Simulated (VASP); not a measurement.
A run of VASP 6.6.1 is set up as follows.

The input INCAR:

```
SYSTEM = Ca2Zr2N
PREC = Accurate ; ENCUT = 520
EDIFF = 1E-6 ; ISMEAR = 0
SIGMA = 0.1 ; LREAL = .False.
LASPH = .True. ; NELM = 80
ALGO = Normal ; ISIF = 2
LWAVE = .False. ; LCHARG = .False.
GGA = PE ; NBANDS = 32
```

File KPOINTS:

```
Automatic mesh
0
Gamma
  6 6 4
  0 0 0
```

The input POSCAR:

```
Ca2Zr2N
1.0
    4.0284186100      0.0000000000      0.0000000000
   -2.0142093000      3.4887128500      0.0000000000
    0.0000000000      0.0000000000      6.7392016900
Ca Zr N
2 2 1
Direct
    0.0000000000      0.0000000000      0.7465140600
    0.0000000000      0.0000000000      0.2534859400
    0.3333333300      0.6666666700      0.5000000000
    0.6666666700      0.3333333300      0.5000000000
    0.0000000000      0.0000000000      0.5000000000
```

Potentials or basis: VASP PAW PBE potentials, release 64 (Ca_sv, Zr_sv, N).

The run is started by

```bash
$ cat potpaw_PBE.64/Ca_sv/POTCAR potpaw_PBE.64/Zr_sv/POTCAR potpaw_PBE.64/N/POTCAR > POTCAR
$ mpirun -np 1 vasp_std > vasp.out
```

Q: What does it give for the pressure?

A: 69.8 GPa.

Q: Estimate the largest force.

A: 19.521 eV/Å.

Forces on the atoms (eV/Å):
```
Ca    0.000   0.000  19.521
Ca    0.000   0.000 -19.521
Zr    0.000   0.000   0.000
Zr    0.000   0.000   0.000
N     0.000   0.000   0.000
```

Caveat: forces of over 1 eV/Å act on the atoms, so gaps and moduli don't describe the material at rest.
